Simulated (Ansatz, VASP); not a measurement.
## CdSe: VASP beside Ansatz

```xyz
2
Lattice="0.0000 3.0703 3.0703 3.0703 0.0000 3.0703 3.0703 3.0703 0.0000" Properties=species:S:1:pos:R:3 pbc="T T T"
Cd    0.0000    0.0000    0.0000
Se    1.5351    1.5351    1.5351
```

Alike in both runs: functional LDA; k mesh 8 × 8 × 8; occupations fermi-dirac, width 0.05 eV; no spin polarisation.

|  | VASP | Ansatz |
| --- | --- | --- |
| version | VASP 6.6.1 | Ansatz 0.2.0 |
| potentials or method | VASP PAW LDA potentials, release 64 (Cd, Se), cutoff 520 eV | all-electron LAPW, scalar-relativistic |
| task | single point | band structure |

Ansatz gave:

* gap on the k mesh at the Fermi level (eV): 0.27
* least direct gap on the mesh (eV): 0.27
* pressure (GPa): -3.2

Task: Estimate VASP's values.

Result: gap on the k mesh at the Fermi level (eV): 0.30; least direct gap on the mesh (eV): 0.30; pressure (GPa): -2.9.

LDA's correlation is that of Perdew and Zunger in VASP and of Perdew and Wang (1992) in Ansatz. Ansatz ran all-electron here, and VASP with PAW potentials.
